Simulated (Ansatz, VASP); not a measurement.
## One calculation of TaN, two programs

The input INCAR:

```
  PREC = Accurate
  ENCUT = 520
  EDIFF = 1E-6
  ISMEAR = 0
  SIGMA = 0.15
  LREAL = F
  LASPH = T
  NELM = 100
  ALGO = Normal
  ISIF = 2
  LWAVE = F
  LCHARG = F
  GGA = PE
  NBANDS = 24
```

KPOINTS

```
Automatic mesh
0
Gamma
  15 15 8
```

File POSCAR:

```
TaN
1.0
    2.9947808983      0.0000000000      0.0000000000
   -1.4973904492      2.5935563367      0.0000000000
    0.0000000000      0.0000000000      5.9142266377
Ta N
2 2
Direct
   -0.0514244632      0.0000000000      0.0000000000
    0.0514244632      0.0000000000      0.5000000000
    0.3333333333      0.6666666667      0.2500000000
    0.6666666667      0.3333333333      0.7500000000
```

Input for Ansatz:

```yaml
crystal:
  lattice:
    - [2.9947808983, 0.0, 0.0]
    - [-1.4973904492, 2.5935563367, 0.0]
    - [0.0, 0.0, 5.9142266377]
  atoms:
    - { symbol: Ta, position: [-0.0514244632, 0.0, 0.0] }
    - { symbol: Ta, position: [0.0514244632, 0.0, 0.5] }
    - { symbol: "N", position: [0.3333333333, 0.6666666667, 0.25] }
    - { symbol: "N", position: [0.6666666667, 0.3333333333, 0.75] }
basis:
  ecutwfc: 520.0
kpoints:
  mp_grid: { grid: [15, 15, 8] }
hamiltonian:
  xc: pbe
  pseudopotentials: { kind: paw, azcp: { folder: soft_1 } }
scf:
  occupations: { method: gaussian, width: 0.15 }
output:
  forces: true
  stress: true
  eigenvalues: true
```

Change from the starting cell: mode 4 frozen in at -0.150 Å, equal normal strain along x and y +0.0267.

Alike in both runs: task single point; functional PBE; k mesh 15 × 15 × 8; occupations gaussian, width 0.15 eV; no spin polarisation.

|  | VASP | Ansatz |
| --- | --- | --- |
| version | VASP 6.6.1 | Ansatz 0.2.0 |
| potentials or method | VASP PAW PBE potentials, release 64 (Ta_pv, N), cutoff 520 eV | scalar-relativistic, plane waves, PAW |
| valence electrons in the cell | 32 | 36 |

```csv
,VASP,Ansatz,Ansatz less VASP
gap on the k mesh at the Fermi level (eV),none,none,-
pressure (GPa),-10.9,-11.5,-0.60
"traceless stress, the component that is largest in VASP (GPa)",8.77,8.69,-0.078
rms of the force components (eV/Å),0.667,0.663,-0.0037
```

Atom by atom the forces differ by 0.004 eV/Å (rms over components). A gap of «none» marks a metal or a gap that the smearing closes. VASP's potentials hold 32 valence electrons a cell and Ansatz's 36, so a difference there can come from the potentials and not from the codes.

Spin-orbit coupling is off throughout.
